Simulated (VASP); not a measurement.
A run of VASP 6.6.1:

INCAR

```
SYSTEM = Hg
PREC = Accurate ; ENCUT = 520
EDIFF = 1E-7 ; ISMEAR = 1
SIGMA = 0.2 ; LREAL = .False.
LASPH = .True. ; NELM = 100
ALGO = Normal ; ISIF = 2
LWAVE = .False. ; LCHARG = .False.
GGA = CA ; NBANDS = 12
```

The input KPOINTS:

```
regular mesh
0
Gamma
  11 11 11
  0 0 0
```

File POSCAR:

```
Hg
1.0
    1.7463233735      1.0082402698      2.1478810803
   -1.7463233735      1.0082402698      2.1478810803
    0.0000000000     -2.0164805396      2.1478810803
Hg
1
Direct
    0.0000000000      1.0000000000      0.0000000000
```

Potentials or basis: VASP PAW LDA potentials, release 64 (Hg).

The run is started by

```sh
$ cat potpaw_LDA.64/Hg/POTCAR > POTCAR
$ mpirun -np 1 vasp_std > vasp.out
```

Hardware: 1 thread of Intel Xeon 8259CL, on a shared host.

Q: Estimate the wall time of this run.

A: Wall time 24 s on 1 thread of Intel Xeon 8259CL, with other jobs on the host, peak memory 0.16 GiB. Counts: scf iterations 11, k points 146.
